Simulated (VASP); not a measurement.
Write the native input for VASP 6.6.1 that does the following.

* Task: relaxation of cell and atoms
* Functional: PBE
* Potentials or basis: VASP PAW PBE potentials, release 64 (Be, H)
* Cutoff: 600 eV
* k mesh: 20 × 20 × 12
* Occupations: gaussian, width 0.1 eV
* Spin: no spin polarisation
* Dipole correction: no
* Further INCAR settings: ALGO = Normal; EDIFF = 1e-06; IBRION = 2; EDIFFG = -0.01; NSW = 100; ISIF = 3

The structure of Be2H lies in POSCAR:

```
Be2H
1.0
    2.3607953067      0.0000000000      0.0000000000
    0.0000000000      2.3607953067      0.0000000000
    0.0000000000      0.0000000000      4.0984762875
Be H
2 1
Direct
    0.5000000000      0.5000000000      0.2522599534
    0.5000000000      0.5000000000      0.7477400466
    0.0000000000      0.0000000000      0.0000000000
```

The input as run:

INCAR

```
SYSTEM = Be2H
PREC = Accurate
ENCUT = 600
EDIFF = 1E-6
ISMEAR = 0
SIGMA = 0.1
LREAL = .FALSE.
LASPH = .TRUE.
NELM = 100
ALGO = Normal
ISIF = 3
LWAVE = .FALSE.
LCHARG = .FALSE.
GGA = PE
IBRION = 2
NSW = 100
EDIFFG = -0.01
```

KPOINTS

```
regular mesh
0
G
  20 20 12
  0 0 0
```

Potentials or basis: VASP PAW PBE potentials, release 64 (Be, H).

Run with:

```console
$ cat potpaw_PBE.64/Be/POTCAR potpaw_PBE.64/H/POTCAR > POTCAR
$ mpirun -np 1 vasp_std > vasp.out
```

Results of the run:

- Relaxed volume: 7.58 Å³/atom
- Relaxed cell: a = 2.328 Å, b = 2.328 Å, c = 4.195 Å, α = 90.00°, β = 90.00°, γ = 90.00°
- Space group after relaxing (to 0.05 Å): P4/mmm (No. 123)
- Energy gained by relaxing: 2.1 meV/atom
- Ionic steps: 8
- Pressure after relaxing: 0.0 GPa
- Largest force after relaxing: 0.009 eV/Å

Wall time 3.7 min on 1 thread of AMD EPYC 7R43 64-Core Processor (Zen 3) (shared host), peak memory 0.18 GiB.
